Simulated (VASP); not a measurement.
# Ba (Im-3m) in VASP: a series of runs

Runs on Ba. Level: RPBE+D3(BJ). Tasks: single point.

Program: VASP 6.6.1. These are calculated values, not measurements. Logs are shortened: lines on timing, memory, paths and dates and some standing lists are left out, and cuts for length are marked.

## (1) The cell of the first run

It takes space group Im-3m (No. 229, cubic). The conventional cell has a = 4.945 Å, b = 4.945 Å, c = 4.945 Å, α = 90.00°, β = 90.00°, γ = 90.00°. Within 5.6 Å of Ba (site symmetry m-3m) lie 14 Ba at 4.28 to 4.95 Å.

## (2) Single point, RPBE+D3(BJ), non-collinear spin, zero start, spin-orbit coupling (volume scaled by 0.96)

File INCAR:

```
PREC = Accurate
ENCUT = 520
EDIFF = 1E-6
ISMEAR = 0
SIGMA = 0.1
LREAL = False
LASPH = True
NELM = 150
ALGO = Normal
ISIF = 2
LWAVE = False
LCHARG = True
MAGMOM = 0 0 0
LORBIT = 11
LSORBIT = True
GGA_COMPAT = False
LORBMOM = True
GGA = RP
IVDW = 12
LVHAR = True
NBANDS = 21
```

File KPOINTS:

```
Automatic mesh
0
Gamma
  6 6 6
```

File POSCAR:

```
Ba
1.0
   -2.4726242257      2.4726242257      2.4726242257
    2.4726242257     -2.4726242257      2.4726242257
    2.4726242257      2.4726242257     -2.4726242257
Ba
1
Direct
    0.0000000000      0.0000000000      0.0000000000
```

Potentials or basis: VASP PAW PBE potentials, release 64 (Ba_sv).

On the command line:

```console
cat potpaw_PBE.64/Ba_sv/POTCAR > POTCAR
mpirun -np 1 vasp_ncl > vasp.out
```

OUTCAR:

```text
PREC = Accurate
   ENCUT = 520
   EDIFF = 1E-6
   ISMEAR = 0
   LREAL = False
   LASPH = True
   NELM = 150
   ISIF = 2
   LORBIT = 11
   LSORBIT = True
   GGA = RP
   IVDW = 12
 IVDW          = 12

 ion  position               nearest neighbor table
   1  0.000  0.000  0.000-

  LATTYP: Found a body centered cubic cell.
 ALAT       =     4.9452484514

  Lattice vectors:

 A1 = (  -2.4726242257,   2.4726242257,   2.4726242257)
 A2 = (   2.4726242257,  -2.4726242257,   2.4726242257)
 A3 = (   2.4726242257,   2.4726242257,  -2.4726242257)

Analysis of symmetry for initial positions (statically):
=====================================================================
 Subroutine PRICEL returns:
 Original cell was already a primitive cell.

 Routine SETGRP: Setting up the symmetry group for a
 body centered cubic supercell.

 Subroutine GETGRP returns: Found 48 space group operations
 (whereof 48 operations were pure point group operations)
 out of a pool of 48 trial point group operations.

The static configuration has the point symmetry O_h .

Analysis of symmetry for dynamics (positions and initial velocities):
=====================================================================
 Subroutine PRICEL returns:
 Original cell was already a primitive cell.

 Routine SETGRP: Setting up the symmetry group for a
 body centered cubic supercell.

 Subroutine GETGRP returns: Found 48 space group operations
 (whereof 48 operations were pure point group operations)
 out of a pool of 48 trial point group operations.

The dynamic configuration has the point symmetry O_h .

Analysis of structural, dynamic, and magnetic symmetry:
=====================================================================
 Subroutine PRICEL returns:
 Original cell was already a primitive cell.

 Routine SETGRP: Setting up the symmetry group for a
 body centered cubic supercell.

 Subroutine GETGRP returns: Found 48 space group operations
 (whereof 48 operations were pure point group operations)
 out of a pool of 48 trial point group operations.

The overall configuration has the point symmetry O_h .

 Subroutine INISYM returns: Found 48 space group operations
 (whereof 48 operations are pure point group operations),
 and found     1 'primitive' translations

----------------------------------------------------------------------------------------

                                     Primitive cell

  volume of cell :      60.4692

  direct lattice vectors                    reciprocal lattice vectors
    -2.472624226  2.472624226  2.472624226     0.000000000  0.202214309  0.202214309
     2.472624226 -2.472624226  2.472624226     0.202214309  0.000000000  0.202214309
     2.472624226  2.472624226 -2.472624226     0.202214309  0.202214309  0.000000000

  length of vectors
     4.282710787  4.282710787  4.282710787     0.285974219  0.285974219  0.285974219

  position of ions in fractional coordinates (direct lattice)
     0.000000000  0.000000000  0.000000000

  ion indices of the primitive-cell ions
   primitive index   ion index
                 1           1

----------------------------------------------------------------------------------------

 KPOINTS: Automatic mesh

Automatic generation of k-mesh.
 Grid dimensions read from file:
 generate k-points for:    6    6    6

 Generating k-lattice:

  Cartesian coordinates                     Fractional coordinates (reciprocal lattice)
     0.000000000  0.033702385  0.033702385     0.166666667  0.000000000  0.000000000
     0.033702385  0.000000000  0.033702385     0.000000000  0.166666667  0.000000000
     0.033702385  0.033702385  0.000000000     0.000000000  0.000000000  0.166666667

  Length of vectors
     0.047662370  0.047662370  0.047662370

  Shift w.r.t. Gamma in fractional coordinates (k-lattice)
     0.000000000  0.000000000  0.000000000

 Subroutine IBZKPT returns following result:
 ===========================================

 Found     16 irreducible k-points:

 Following reciprocal coordinates:
            Coordinates               Weight
  0.000000  0.000000  0.000000      1.000000
  0.166667  0.000000  0.000000     12.000000
  0.333333  0.000000  0.000000     12.000000
  0.500000  0.000000  0.000000      6.000000
  0.166667  0.166667  0.000000     24.000000
  0.333333  0.166667  0.000000     48.000000
[... 8 lines left out ...]
  0.500000  0.500000  0.333333     12.000000
  0.500000  0.500000  0.500000      1.000000
   k-points           NKPTS =     16   k-points in BZ     NKDIM =     16   number of bands    NBANDS=     21
   number of dos      NEDOS =    301   number of ions     NIONS =      1
   total plane-waves  NPLWV =  32768
   dimension x,y,z NGX =    32 NGY =   32 NGZ =   32
   dimension x,y,z NGXF=    64 NGYF=   64 NGZF=   64
   ions per type =               1
   NGX,Y,Z   is equivalent  to a cutoff of  12.42, 12.42, 12.42 a.u.
   NGXF,Y,Z  is equivalent  to a cutoff of  24.84, 24.84, 24.84 a.u.
 SYSTEM =  unknown system
   PREC   = accura    normal or accurate (medium, high low for compatibility)
   ISTART =      0    job   : 0-new  1-cont  2-samecut
   ICHARG =      2    charge: 1-file 2-atom 10-const
   ISPIN  =      1    spin polarized calculation?
   LNONCOLLINEAR =      T non collinear calculations
   LSORBIT =      T    spin-orbit coupling
   LASPH  =      T    aspherical Exc in radial PAW
   ENCUT  =  520.0 eV  38.22 Ry    6.18 a.u.   7.96  7.96  7.96*2*pi/ulx,y,z
   NELM   =    150;   NELMIN=  2; NELMDL= -5     # of ELM steps
   EDIFF  = 0.1E-05   stopping-criterion for ELM
   LREAL  =      F    real-space projection
   EDIFFG = 0.1E-04   stopping-criterion for IOM
   NSW    =      0    number of steps for IOM
   IBRION =     -1    ionic relax: 0-MD 1-quasi-New 2-CG
   NFREE  =      0    steps in history (QN), initial steepest desc. (CG)
   ISIF   =      2    stress and relaxation
   ISYM   =      2    0-nonsym 1-usesym 2-fastsym
   POTIM  = 0.5000    time-step for ionic-motion
   TEBEG  =    0.0;   TEEND  =   0.0 temperature during run
   PSTRESS=    0.0 pullay stress
   NELECT =      10.0000    total number of electrons
   NUPDOWN=      -1.0000    fix difference up-down
   EMIN   =  10.00;   EMAX   =-10.00  energy-range for DOS
   EFERMI =   0.00;   METHOD = LEGACY
   ISMEAR =     0;   SIGMA  =   0.10  broadening in eV -4-tet -1-fermi 0-gaus
   EFERMI_NEDOS =   21; number of points for ismear=-14 and -15
   IALGO  =     38    algorithm
   IMIX   =      4    mixing-type and parameters
     AMIX     =   0.40;   BMIX     =  1.00
     AMIX_MAG =   1.60;   BMIX_MAG =  1.00
  volume/ion in A,a.u.               =      60.47       408.07
  Fermi-wavevector in a.u.,A,eV,Ry     =   0.898594  1.698096 10.986306  0.807471
  Thomas-Fermi vector in A             =   2.021322
   LORBIT       =     11    0 simple, 1 ext, 2 COOP (PROOUT), +10 PAW based schemes
   GGA     = RP    functional components
   LHFCALC =     F    Hartree Fock is set to
   AEXX    =    0.0000 exact exchange contribution
   IVDW    =    12    specifies the selected vdW correction
   LEPSILON=     F    determine dielectric tensor
   LRPA    =     F    only Hartree local field effects (RPA)
 Gauss-broadening in eV      SIGMA  =   0.10
  energy-cutoff  :      520.00
  volume of cell :       60.47
 maximum number of plane-waves:      3276
   NGX = 15   NGY = 15   NGZ = 15

 number of electron      10.0000000 magnetization       0.0000000      0.0000000      0.0000000

 number of electron       9.9999999 magnetization       0.0000000      0.0000000     -0.0000000

 number of electron       9.9999999 magnetization      -0.0000000     -0.0000000      0.0000000

 Free energy of the ion-electron system (eV)
  ---------------------------------------------------
  ext. energy  EPLUGINS =         0.00000000
  ---------------------------------------------------
  free energy    TOTEN  =        -1.85197989 eV

  energy without entropy =       -1.84331585  energy(sigma->0) =       -1.84764787

 E-fermi :   1.9240     XC(G=0):  -7.4319

 val. band max:        1.8845239681   @ k =  -0.3333   0.3333   0.3333
 cond. band min:       1.9663834756   @ k =   0.3333   0.1667   0.1667
 fundamental gap:      0.0818595075
 Fermi energy:         1.9239767900

 k-point     1 :       0.0000    0.0000    0.0000
  band No.  band energies     occupation
      1     -26.9665      1.00000
      2     -26.9665      1.00000
      3     -13.2775      1.00000
      4     -13.2775      1.00000
      5     -11.2653      1.00000
      6     -11.2653      1.00000
[... 13 lines left out ...]
     20       5.2228      0.00000
     21       8.9326      0.00000

 k-point     2 :       0.1667    0.0000    0.0000
  band No.  band energies     occupation
      1     -26.9537      1.00000
      2     -26.9537      1.00000
      3     -13.3252      1.00000
      4     -13.3252      1.00000
      5     -11.3779      1.00000
      6     -11.3779      1.00000
[... 13 lines left out ...]
     20       5.2159      0.00000
     21       9.4117      0.00000

 k-point     3 :       0.3333    0.0000    0.0000
  band No.  band energies     occupation
      1     -26.9281      1.00000
      2     -26.9281      1.00000
      3     -13.4246      1.00000
      4     -13.4246      1.00000
      5     -11.5817      1.00000
      6     -11.5817      1.00000
[... 13 lines left out ...]
     20       5.8674      0.00000
     21       8.6054      0.00000
[... 265 lines left out ...]
 k-point    15 :       0.5000    0.5000    0.3333
  band No.  band energies     occupation
      1     -26.8869      1.00000
      2     -26.8869      1.00000
      3     -13.5356      1.00000
      4     -13.5356      1.00000
      5     -11.6688      1.00000
      6     -11.6688      1.00000
[... 13 lines left out ...]
     20       6.9286      0.00000
     21       7.9544      0.00000

 k-point    16 :       0.5000    0.5000    0.5000
  band No.  band energies     occupation
      1     -26.8775      1.00000
      2     -26.8775      1.00000
      3     -13.5590      1.00000
      4     -13.5590      1.00000
      5     -11.6606      1.00000
      6     -11.6606      1.00000
[... 13 lines left out ...]
     20       6.7651      0.00000
     21       6.7664      0.00000

------------------------ aborting loop because EDIFF is reached ----------------------------------------

 Edisp (eV)   -1.38901

 E8    (eV) :    -1.0727

  FORCE on cell =-STRESS in cart. coord.  units (eV):
  Direction    XX          YY          ZZ          XY          YZ          ZX
  --------------------------------------------------------------------------------------
  -------------------------------------------------------------------------------------
  Total      -2.19147    -2.19147    -2.19147     0.00000     0.00000     0.00000
  in kB     -58.06471   -58.06471   -58.06471     0.00000     0.00000     0.00000
  external pressure =      -58.06 kB  Pullay stress =        0.00 kB

 VOLUME and BASIS-vectors are now :
 -----------------------------------------------------------------------------
  energy-cutoff  :      520.00
  volume of cell :       60.47
      direct lattice vectors                 reciprocal lattice vectors
    -2.472624226  2.472624226  2.472624226     0.000000000  0.202214309  0.202214309
     2.472624226 -2.472624226  2.472624226     0.202214309  0.000000000  0.202214309
     2.472624226  2.472624226 -2.472624226     0.202214309  0.202214309  0.000000000

 POSITION                                       TOTAL-FORCE (eV/Angst)
 -----------------------------------------------------------------------------------
      0.00000      0.00000      0.00000         0.000000     -0.000000     -0.000000
 -----------------------------------------------------------------------------------
    total drift:                               -0.000000      0.000000     -0.000000

  FREE ENERGIE OF THE ION-ELECTRON SYSTEM (eV)
  ---------------------------------------------------
  free  energy   TOTEN  =        -3.2409868617 eV

  energy  without entropy=       -3.2323228234  energy(sigma->0) =       -3.23665484

 orbital moment (x)

 # of ion     p       d       tot
 ----------------------------------------
  1        -0.000   0.000   0.000
 ----------------------------------------
           -0.000   0.000   0.000

 orbital moment (y)

 # of ion     p       d       tot
 ----------------------------------------
  1         0.000  -0.000  -0.000
 ----------------------------------------
            0.000  -0.000  -0.000

 orbital moment (z)

 # of ion     p       d       tot
 ----------------------------------------
  1         0.000  -0.000  -0.000
 ----------------------------------------
            0.000  -0.000  -0.000

 Spin-Orbit-Coupling matrix elements

 Ion:    1  E_soc:     -0.3973582
 l=   1
     0.0000000    -0.0661331    -0.0661331
    -0.0661331     0.0000000    -0.0661331
    -0.0661331    -0.0661331     0.0000000
 l=   2
     0.0000000     0.0000161     0.0000000     0.0000161    -0.0001094
     0.0000161     0.0000000    -0.0000821     0.0000161    -0.0000274
     0.0000000    -0.0000821     0.0000000    -0.0000821     0.0000000
     0.0000161     0.0000161    -0.0000821     0.0000000    -0.0000274
    -0.0001094    -0.0000274     0.0000000    -0.0000274     0.0000000
 l=   3
     0.0000000     0.0000000     0.0000000     0.0000000     0.0000000     0.0000000     0.0000000
     0.0000000     0.0000000     0.0000000     0.0000000     0.0000000     0.0000000     0.0000000
     0.0000000     0.0000000     0.0000000     0.0000000     0.0000000     0.0000000     0.0000000
     0.0000000     0.0000000     0.0000000     0.0000000     0.0000000     0.0000000     0.0000000
     0.0000000     0.0000000     0.0000000     0.0000000     0.0000000     0.0000000     0.0000000
     0.0000000     0.0000000     0.0000000     0.0000000     0.0000000     0.0000000     0.0000000
     0.0000000     0.0000000     0.0000000     0.0000000     0.0000000     0.0000000     0.0000000

 total charge

# of ion       s       p       d       tot
------------------------------------------
    1        2.070   5.562   0.285   7.917

 magnetization (x)

# of ion       s       p       d       tot
------------------------------------------
    1        0.000  -0.000   0.000   0.000

 magnetization (y)

# of ion       s       p       d       tot
------------------------------------------
    1        0.000   0.000   0.000   0.000

 magnetization (z)

# of ion       s       p       d       tot
------------------------------------------
    1       -0.000  -0.000   0.000   0.000
```

It took 71 s on 1 thread of Intel Xeon 8259CL, shared host; peak memory 0.31 GiB.

Results:

| Property | Result |
| --- | --- |
| Free energy | -3.2410 eV |
| Pressure | -5.8 GPa |
| Net moment | 0.00 μB per cell |
| Valence electrons inside the program's atomic spheres | Ba 7.92 |
| Dispersion energy per atom | -1.389 eV |

Moments on the atoms (μB; x, y, z):
```
Ba  0.00 0.00 0.00
```

Caveat: the PAW data sets were made with another functional, which shifts forces and pressure a little.

## (3) Single point, RPBE+D3(BJ), non-collinear spin, zero start, spin-orbit coupling (volume scaled by 0.98)

File INCAR:

```
ALGO     = Normal         # electronic algorithm
EDIFF    = 1E-6           # SCF threshold, eV
ENCUT    = 520            # plane-wave cutoff, eV
GGA      = RP             # functional
GGA_COMPAT= F            
ISIF     = 2              # what is computed and relaxed
ISMEAR   = 0              # smearing method
IVDW     = 12             # dispersion correction
LASPH    = T              # aspherical terms in the spheres
LCHARG   = F              # write CHGCAR
LORBIT   = 11             # projections on sites
LORBMOM  = T            
LREAL    = F              # projectors in reciprocal space
LSORBIT  = T              # spin-orbit coupling
LWAVE    = F              # write WAVECAR
MAGMOM   = 0 0 0          # initial moments
NBANDS   = 21             # bands
NELM     = 150            # most SCF steps
PREC     = Accurate       # precision mode
SIGMA    = 0.1            # smearing width, eV
```

File KPOINTS:

```
k-points
0
Gamma
  6 6 6
```

File POSCAR:

```
Ba
1.0
   -2.4896773455      2.4896773455      2.4896773455
    2.4896773455     -2.4896773455      2.4896773455
    2.4896773455      2.4896773455     -2.4896773455
Ba
1
Direct
    0.0000000000      0.0000000000      0.0000000000
```

Potentials or basis: VASP PAW PBE potentials, release 64 (Ba_sv).

On the command line:

```console
cat potpaw_PBE.64/Ba_sv/POTCAR > POTCAR
mpirun -np 1 vasp_ncl > vasp.out
```

Run time: 67 s. Hardware: 1 thread of Intel Xeon 8259CL, shared host; peak memory 0.32 GiB.

Results (log left out):

- Free energy: -3.1958 eV
- Pressure: -5.7 GPa
- Net moment: 0.00 μB per cell
- Valence electrons inside the program's atomic spheres: Ba 7.91
- Dispersion energy per atom: -1.335 eV

Moments on the atoms (μB; x, y, z):
```
Ba  0.00 0.00 0.00
```

Caveat: the PAW data sets were made with another functional, which shifts forces and pressure a little.
